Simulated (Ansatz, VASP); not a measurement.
**CdHgS2: VASP beside Ansatz**

Contents of INCAR:

```
ALGO     = Normal         # electronic algorithm
EDIFF    = 1E-6           # SCF threshold, eV
EDIFFG   = -0.04          # ionic threshold
ENCUT    = 600            # plane-wave cutoff, eV
GGA      = PE             # functional
IBRION   = 2              # ionic algorithm
ISIF     = 3              # what is computed and relaxed
ISMEAR   = 0              # smearing method
LASPH    = True           # aspherical terms in the spheres
LCHARG   = False          # write CHGCAR
LREAL    = False          # projectors in reciprocal space
LWAVE    = False          # write WAVECAR
NELM     = 80             # most SCF steps
NSW      = 90             # ionic steps
PREC     = Accurate       # precision mode
SIGMA    = 0.1            # smearing width, eV
```

KPOINTS

```
k-points
0
Gamma
  4 4 6
```

File POSCAR:

```
CdHgS2
1.0
    5.4944732400      0.0000000000      0.0000000000
    0.0000000000      5.4944732400      0.0000000000
    0.0000000000      0.0000000000      2.6656082100
Cd Hg S
1 1 2
Direct
    0.5000000000      0.5000000000      0.5000000000
    0.0000000000      0.0000000000      0.0000000000
    0.5000000000      0.0000000000      0.0000000000
    0.0000000000      0.5000000000      0.0000000000
```

Input for Ansatz:

```yaml
crystal:
  lattice:
    - [5.49447324, 0.0, 0.0]
    - [0.0, 5.49447324, 0.0]
    - [0.0, 0.0, 2.66560821]
  atoms:
    - { symbol: Cd, position: [0.5, 0.5, 0.5] }
    - { symbol: Hg, position: [0.0, 0.0, 0.0] }
    - { symbol: S, position: [0.5, 0.0, 0.0] }
    - { symbol: S, position: [0.0, 0.5, 0.0] }
basis:
  ecutwfc: 420
kpoints:
  mp_grid: { grid: [4, 4, 6] }
hamiltonian:
  xc: pbe
scf:
  occupations: { method: gaussian, width: 0.1 }
  lower_state_search: "off"
output:
  forces: true
  stress: true
  eigenvalues: true
relax:
  adjacent_minimum: "off"
  f_tol: 0.04
  max_steps: 70
  cell: { stress_tol: 0.4 }
```

Alike in both runs: task relaxation of cell and atoms; functional PBE; k mesh 4 × 4 × 6; occupations gaussian, width 0.1 eV; no spin polarisation.

```csv
,VASP,Ansatz
version,VASP 6.6.1,Ansatz 0.2.0
potentials or method,"VASP PAW PBE potentials, release 64 (Cd, Hg, S), cutoff 600 eV","scalar-relativistic, plane waves, PAW"
valence electrons in the cell,36,52
```

```csv
,VASP,Ansatz,Ansatz less VASP
"gap on the k mesh at the Fermi level, each at its own relaxed structure (eV)",none,none,-
relaxed volume (Å³/atom),22.32,22.31,-0.009
relaxed cell length with the largest relative difference (Å),3.361,3.376,+0.0150
```

A gap of «none» marks a metal or a gap that the smearing closes. VASP's potentials hold 36 valence electrons a cell and Ansatz's 52, so a difference there can come from the potentials and not from the codes.

The k mesh is coarse, so the values compare programs but aren't converged. Neither program's run includes spin-orbit coupling.
